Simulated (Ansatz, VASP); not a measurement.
## NiO in VASP and in Ansatz

INCAR

```
SYSTEM = NiO
ALGO = Normal ; EDIFF = 1E-6
ENCUT = 520 ; GGA = PE
ISIF = 2 ; ISMEAR = -1
ISPIN = 2 ; LASPH = .True.
LCHARG = .True. ; LELF = .True.
LMAXMIX = 4 ; LORBIT = 11
LREAL = .False. ; LVHAR = .True.
LWAVE = .False. ; MAGMOM = 1 0
NBANDS = 19 ; NELM = 150
PREC = Accurate ; SIGMA = 0.05
```

File KPOINTS:

```
k-points
0
Gamma
  11 11 11
  0 0 0
```

File POSCAR:

```
NiO
1.0
    0.0000000000      2.0758280388      2.0758280388
    2.0758280388      0.0000000000      2.0758280388
    2.0758280388      2.0758280388      0.0000000000
Ni O
1 1
Direct
    0.0000000000      0.0000000000      0.0000000000
    0.7500000000      0.7500000000      0.7500000000
```

File input.yaml:

```yaml
crystal:
  lattice:
    - [0.0, 2.0758280388, 2.0758280388]
    - [2.0758280388, 0.0, 2.0758280388]
    - [2.0758280388, 2.0758280388, 0.0]
  atoms:
    - { symbol: Ni, position: [0.0, 0.0, 0.0], spin: 1.0 }
    - { symbol: O, position: [0.75, 0.75, 0.75] }
kpoints:
  mp_grid: { grid: [11, 11, 11] }
scf:
  occupations: { method: fermi_dirac, width: 0.05 }
hamiltonian:
  xc: pbe
  pseudopotentials: { kind: all_electron, lapw: { basis_error: 0.0005 } }
magnetization:
  spin_polarized: true
output:
  forces: true
  stress: true
  eigenvalues: true
```

Change from the starting cell: volume scaled by 1.02.

Alike in both runs: task single point; functional PBE; k mesh 11 × 11 × 11; occupations fermi-dirac, width 0.05 eV; collinear spin.

|  | VASP | Ansatz |
| --- | --- | --- |
| version | VASP 6.6.1 | Ansatz 0.2.0 |
| potentials or method | VASP PAW PBE potentials, release 64 (Ni, O), cutoff 520 eV | all-electron LAPW, scalar-relativistic |

VASP gave:

```
gap on the k mesh at the Fermi level (eV)                     : none
pressure (GPa)                                                : 53.2
net moment per atom (μB)                                      : 0.56
size of the moment on the site where the two differ most (μB) : 0.88
```

**Question.** What did Ansatz give for the same quantities?

**Answer.** gap on the k mesh at the Fermi level (eV): none; pressure (GPa): 53.2; net moment per atom (μB): 0.60; size of the moment on the site where the two differ most (μB): 0.94.

Site moments also hang on the region over which each program counts them. A gap of «none» marks a metal or a gap that the smearing closes. Both programs put the cell under a high pressure, so it lies far from rest at this level. Ansatz ran all-electron here, and VASP with PAW potentials.
